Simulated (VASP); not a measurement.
# H (Pm-3m) in VASP: single point with PBEsol

Aim: the single point of H with PBEsol.

Program: VASP 6.6.1. These are calculated values, not measurements. Logs are shortened: lines on timing, memory, paths and dates and some standing lists are left out, and cuts for length are marked.

**1. The cell of the first run**

Symmetry: Pm-3m, No. 221, cubic system. The conventional cell has a = 3.982 Å, b = 3.982 Å, c = 3.982 Å, α = 90.00°, β = 90.00°, γ = 90.00°. Within 3.7 Å of H (site symmetry 4/mmm) lie 8 H at 2.82 Å.

**2. Single point, PBEsol**

Contents of INCAR:

```
ALGO = Normal
EDIFF = 1E-6
ENCUT = 500
GGA = PS
GGA_COMPAT = F
ISIF = 2
ISMEAR = -1
LASPH = T
LCHARG = F
LREAL = F
LWAVE = F
NBANDS = 8
NELM = 120
PREC = Accurate
SIGMA = 0.1
```

Contents of KPOINTS:

```
k-points
0
Gamma
  6 6 6
```

Contents of POSCAR:

```
H
1.0
    3.9816800000      0.0000000000      0.0000000000
    0.0000000000      3.9816800000      0.0000000000
    0.0000000000      0.0000000000      3.9816800000
H
3
Direct
    0.0000000000      0.5000000000      0.0000000000
    0.0000000000      0.0000000000      0.5000000000
    0.5000000000      0.0000000000      0.0000000000
```

Potentials or basis: VASP PAW PBE potentials, release 64 (H).

Launch:

```sh
$ cat potpaw_PBE.64/H/POTCAR > POTCAR
$ mpirun -np 1 vasp_std > vasp.out
```

OUTCAR:

```text
EDIFF = 1E-6
   ENCUT = 500
   GGA = PS
   ISIF = 2
   ISMEAR = -1
   LASPH = T
   LREAL = F
   NELM = 120
   PREC = Accurate

 ion  position               nearest neighbor table
   1  0.000  0.500  0.000-
   2  0.000  0.000  0.500-
   3  0.500  0.000  0.000-

  LATTYP: Found a simple cubic cell.
 ALAT       =     3.9816800000

  Lattice vectors:

 A1 = (   3.9816800000,   0.0000000000,   0.0000000000)
 A2 = (   0.0000000000,   3.9816800000,   0.0000000000)
 A3 = (   0.0000000000,   0.0000000000,   3.9816800000)

Analysis of symmetry for initial positions (statically):
=====================================================================
 Subroutine PRICEL returns:
 Original cell was already a primitive cell.

 Routine SETGRP: Setting up the symmetry group for a
 simple cubic supercell.

 Subroutine GETGRP returns: Found 48 space group operations
 (whereof 48 operations were pure point group operations)
 out of a pool of 48 trial point group operations.

The static configuration has the point symmetry O_h .

Analysis of symmetry for dynamics (positions and initial velocities):
=====================================================================
 Subroutine PRICEL returns:
 Original cell was already a primitive cell.

 Routine SETGRP: Setting up the symmetry group for a
 simple cubic supercell.

 Subroutine GETGRP returns: Found 48 space group operations
 (whereof 48 operations were pure point group operations)
 out of a pool of 48 trial point group operations.

The dynamic configuration has the point symmetry O_h .

 Subroutine INISYM returns: Found 48 space group operations
 (whereof 48 operations are pure point group operations),
 and found     1 'primitive' translations

----------------------------------------------------------------------------------------

                                     Primitive cell

  volume of cell :      63.1247

  direct lattice vectors                    reciprocal lattice vectors
     3.981680000  0.000000000  0.000000000     0.251150268  0.000000000  0.000000000
     0.000000000  3.981680000  0.000000000     0.000000000  0.251150268  0.000000000
     0.000000000  0.000000000  3.981680000     0.000000000  0.000000000  0.251150268

  length of vectors
     3.981680000  3.981680000  3.981680000     0.251150268  0.251150268  0.251150268

  position of ions in fractional coordinates (direct lattice)
     0.000000000  0.500000000  0.000000000
     0.000000000  0.000000000  0.500000000
     0.500000000  0.000000000  0.000000000

  ion indices of the primitive-cell ions
   primitive index   ion index
                 1           1
                 2           2
                 3           3

----------------------------------------------------------------------------------------

 KPOINTS: k-points

Automatic generation of k-mesh.
 Grid dimensions read from file:
 generate k-points for:    6    6    6

 Generating k-lattice:

  Cartesian coordinates                     Fractional coordinates (reciprocal lattice)
     0.041858378  0.000000000  0.000000000     0.166666667  0.000000000  0.000000000
     0.000000000  0.041858378  0.000000000     0.000000000  0.166666667  0.000000000
     0.000000000  0.000000000  0.041858378     0.000000000  0.000000000  0.166666667

  Length of vectors
     0.041858378  0.041858378  0.041858378

  Shift w.r.t. Gamma in fractional coordinates (k-lattice)
     0.000000000  0.000000000  0.000000000

 Subroutine IBZKPT returns following result:
 ===========================================

 Found     20 irreducible k-points:

 Following reciprocal coordinates:
            Coordinates               Weight
  0.000000  0.000000  0.000000      1.000000
  0.166667  0.000000  0.000000      6.000000
  0.333333  0.000000  0.000000      6.000000
  0.500000  0.000000  0.000000      3.000000
  0.166667  0.166667  0.000000     12.000000
  0.333333  0.166667  0.000000     24.000000
[... 12 lines left out ...]
  0.500000  0.500000  0.333333      6.000000
  0.500000  0.500000  0.500000      1.000000
   k-points           NKPTS =     20   k-points in BZ     NKDIM =     20   number of bands    NBANDS=      8
   number of dos      NEDOS =    301   number of ions     NIONS =      3
   total plane-waves  NPLWV =  27000
   dimension x,y,z NGX =    30 NGY =   30 NGZ =   30
   dimension x,y,z NGXF=    60 NGYF=   60 NGZF=   60
   ions per type =               3
   NGX,Y,Z   is equivalent  to a cutoff of  12.53, 12.53, 12.53 a.u.
   NGXF,Y,Z  is equivalent  to a cutoff of  25.05, 25.05, 25.05 a.u.
 SYSTEM =  unknown system
   PREC   = accura    normal or accurate (medium, high low for compatibility)
   ISTART =      0    job   : 0-new  1-cont  2-samecut
   ICHARG =      2    charge: 1-file 2-atom 10-const
   ISPIN  =      1    spin polarized calculation?
   LNONCOLLINEAR =      F non collinear calculations
   LSORBIT =      F    spin-orbit coupling
   LASPH  =      T    aspherical Exc in radial PAW
   ENCUT  =  500.0 eV  36.75 Ry    6.06 a.u.   7.26  7.26  7.26*2*pi/ulx,y,z
   NELM   =    120;   NELMIN=  2; NELMDL= -5     # of ELM steps
   EDIFF  = 0.1E-05   stopping-criterion for ELM
   LREAL  =      F    real-space projection
[... 7 lines left out ...]
   TEBEG  =    0.0;   TEEND  =   0.0 temperature during run
   PSTRESS=    0.0 pullay stress
   NELECT =       3.0000    total number of electrons
   NUPDOWN=      -1.0000    fix difference up-down
   EMIN   =  10.00;   EMAX   =-10.00  energy-range for DOS
   EFERMI =   0.00;   METHOD = LEGACY
   ISMEAR =    -1;   SIGMA  =   0.10  broadening in eV -4-tet -1-fermi 0-gaus
   EFERMI_NEDOS =   21; number of points for ismear=-14 and -15
   IALGO  =     38    algorithm
   IMIX   =      4    mixing-type and parameters
     AMIX     =   0.40;   BMIX     =  1.00
     AMIX_MAG =   1.60;   BMIX_MAG =  1.00
  volume/ion in A,a.u.               =      21.04       142.00
  Fermi-wavevector in a.u.,A,eV,Ry     =   0.592992  1.120593  4.784347  0.351640
  Thomas-Fermi vector in A             =   1.642020
   LORBIT       =      0    0 simple, 1 ext, 2 COOP (PROOUT), +10 PAW based schemes
   GGA     = PS    functional components
   LHFCALC =     F    Hartree Fock is set to
   AEXX    =    0.0000 exact exchange contribution
   IVDW    =     0    specifies the selected vdW correction
   LEPSILON=     F    determine dielectric tensor
   LRPA    =     F    only Hartree local field effects (RPA)
 non-spin polarized calculation
  energy-cutoff  :      500.00
  volume of cell :       63.12
 maximum number of plane-waves:      1628
 NGX is ok and might be reduce to    30
   NGX = 15   NGY = 15   NGZ = 15

 number of electron       2.9999998 magnetization

 Free energy of the ion-electron system (eV)
  ---------------------------------------------------
  ext. energy  EPLUGINS =         0.00000000
  ---------------------------------------------------
  free energy    TOTEN  =        -2.13174804 eV

  energy without entropy =       -2.04746976  energy(sigma->0) =       -2.08960890

 E-fermi :  -5.0490     XC(G=0):  -5.2995

 val. band max:       -5.0600028791   @ k =   0.5000   0.5000   0.3333
 cond. band min:      -5.0322982475   @ k =   0.5000   0.5000   0.3333
 fundamental gap:      0.0277046315
 Fermi energy:        -5.0490134198

 k-point     1 :       0.0000    0.0000    0.0000
  band No.  band energies     occupation
      1      -8.1300      2.00000
      2      -3.6831      0.00000
      3      -3.6831      0.00000
      4       4.5567      0.00000
      5       4.5567      0.00000
      6       4.5567      0.00000
      7       4.8021      0.00000
      8      10.2062      0.00000

 k-point     2 :       0.1667    0.0000    0.0000
  band No.  band energies     occupation
      1      -7.9329      2.00000
      2      -4.0799      0.00012
      3      -3.6389      0.00000
      4       3.5327      0.00000
      5       4.8093      0.00000
      6       4.8093      0.00000
      7       6.4287      0.00000
      8       9.3499      0.00000

 k-point     3 :       0.3333    0.0000    0.0000
  band No.  band energies     occupation
      1      -7.3830      2.00000
      2      -5.0143      0.82835
      3      -3.5460      0.00000
      4       3.2004      0.00000
      5       5.5478      0.00000
      6       5.5478      0.00000
      7       7.3621      0.00000
      8       8.0299      0.00000

 k-point     4 :       0.5000    0.0000    0.0000
  band No.  band energies     occupation
      1      -6.8598      2.00000
      2      -5.7218      1.99761
      3      -3.4979      0.00000
      4       3.2153      0.00000
      5       6.3817      0.00000
      6       6.3817      0.00000
      7       6.9841      0.00000
      8       7.5279      0.00000

 k-point     5 :       0.1667    0.1667    0.0000
  band No.  band energies     occupation
      1      -7.7381      2.00000
      2      -4.1816      0.00034
      3      -3.8312      0.00001
      4       2.9766      0.00000
      5       5.0622      0.00000
      6       5.4026      0.00000
      7       6.7210      0.00000
      8       7.8508      0.00000
[... 133 lines left out ...]
 k-point    18 :       0.5000    0.3333    0.3333
  band No.  band energies     occupation
      1      -5.5712      1.98926
      2      -5.1342      1.40190
      3      -4.6393      0.03269
      4       2.3283      0.00000
      5       2.5523      0.00000
      6       3.3774      0.00000
      7       3.9944      0.00000
      8       6.9336      0.00000

 k-point    19 :       0.5000    0.5000    0.3333
  band No.  band energies     occupation
      1      -5.0600      1.05489
      2      -5.0323      0.91662
      3      -5.0323      0.91662
      4       2.2430      0.00000
      5       2.2534      0.00000
      6       3.3682      0.00000
      7       3.3682      0.00000
      8       6.0024      0.00000

 k-point    20 :       0.5000    0.5000    0.5000
  band No.  band energies     occupation
      1      -4.9380      0.49584
      2      -4.9380      0.49584
      3      -4.9380      0.49584
      4       1.7257      0.00000
      5       2.8561      0.00000
      6       2.8561      0.00000
      7       2.8561      0.00000
      8       4.8662      0.00000

------------------------ aborting loop because EDIFF is reached ----------------------------------------

  FORCE on cell =-STRESS in cart. coord.  units (eV):
  Direction    XX          YY          ZZ          XY          YZ          ZX
  --------------------------------------------------------------------------------------
  -------------------------------------------------------------------------------------
  Total       -2.5782273     -2.5782273     -2.5782273      0.0000000     -0.0000000      0.0000000
  in kB      -65.4384087    -65.4384087    -65.4384087      0.0000000     -0.0000000      0.0000000
  external PRESSURE =     -65.4384087 kB  Pullay stress =       0.0000000 kB

 VOLUME and BASIS-vectors are now :
 -----------------------------------------------------------------------------
  energy-cutoff  :      500.00
  volume of cell :       63.12
      direct lattice vectors                 reciprocal lattice vectors
     3.981680000  0.000000000  0.000000000     0.251150268  0.000000000  0.000000000
     0.000000000  3.981680000  0.000000000     0.000000000  0.251150268  0.000000000
     0.000000000  0.000000000  3.981680000     0.000000000  0.000000000  0.251150268

 POSITION                                       TOTAL-FORCE (eV/Angst)
 -----------------------------------------------------------------------------------
      0.00000      1.99084      0.00000         0.000000      0.000000      0.000000
      0.00000      0.00000      1.99084         0.000000      0.000000      0.000000
      1.99084      0.00000      0.00000         0.000000      0.000000      0.000000
 -----------------------------------------------------------------------------------
    total drift:                                0.000000      0.000000      0.000000

  FREE ENERGIE OF THE ION-ELECTRON SYSTEM (eV)
  ---------------------------------------------------
  free  energy   TOTEN  =        -2.1317480426 eV

  energy  without entropy=       -2.0474697627  energy(sigma->0) =       -2.08960890
```

Wall time 9.9 s (1 thread of AMD EPYC 7R43 (Zen 3), shared host); peak memory 0.12 GiB.

What came out:

* Free energy: -2.1317 eV
* Pressure: -6.5 GPa
* Band gap on the k mesh: zero (an odd number of electrons rules out a gap without spin polarisation)

Caveat: the cell stands under tension; the PAW data sets were made with another functional, which shifts forces and pressure a little.
